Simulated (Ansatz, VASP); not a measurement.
**Two plane-wave programs on TaN**

Contents of INCAR:

```
SYSTEM = TaN
PREC = Accurate
ENCUT = 520
EDIFF = 1E-7
ISMEAR = 0
SIGMA = 0.15
LREAL = .False.
LASPH = .True.
NELM = 100
ALGO = Normal
ISIF = 2
LWAVE = .False.
LCHARG = .False.
GGA = PE
NBANDS = 15
```

KPOINTS

```
Automatic mesh
0
Gamma
  18 18 18
  0 0 0
```

File POSCAR:

```
TaN
1.0
    0.0000000000      2.0700500000      2.1790000000
    2.0700500000      0.0000000000      2.1790000000
    2.0700500000      2.0700500000      0.0000000000
Ta N
1 1
Direct
    0.5000000000      0.5000000000      0.5000000000
    0.0000000000      0.0000000000      0.0000000000
```

Input for Ansatz:

```yaml
crystal:
  lattice:
    - [0.0, 2.07005, 2.179]
    - [2.07005, 0.0, 2.179]
    - [2.07005, 2.07005, 0.0]
  atoms:
    - { symbol: Ta, position: [0.5, 0.5, 0.5] }
    - { symbol: "N", position: [0.0, 0.0, 0.0] }
basis:
  ecutwfc: 420
kpoints:
  mp_grid: { grid: [18, 18, 18] }
hamiltonian:
  xc: pbe
scf:
  occupations: { method: gaussian, width: 0.15 }
output:
  forces: true
  stress: true
  eigenvalues: true
```

Change from the starting cell: strain -0.050 along x and y, +0.000 along z, atoms carried along.

Alike in both runs: task single point; functional PBE; k mesh 18 × 18 × 18; occupations gaussian, width 0.15 eV; no spin polarisation.

```csv
,VASP,Ansatz
version,VASP 6.6.1,Ansatz 0.2.0
potentials or method,"VASP PAW PBE potentials, release 64 (Ta_pv, N), cutoff 520 eV","scalar-relativistic, plane waves, PAW"
valence electrons in the cell,16,18
```

```csv
,VASP,Ansatz,Ansatz less VASP
gap on the k mesh at the Fermi level (eV),none,none,-
pressure (GPa),69.4,67.7,-1.74
"traceless stress, the component that is largest in VASP (GPa)",-33.69,-33.38,+0.315
```

A gap of «none» marks a metal or a gap that the smearing closes. Both programs put the cell under a high pressure, so it lies far from rest at this level. VASP's potentials hold 16 valence electrons a cell and Ansatz's 18, so a difference there can come from the potentials and not from the codes.

Neither program's run includes spin-orbit coupling. Noted on VASP's run: the cell as given lies far from equilibrium.
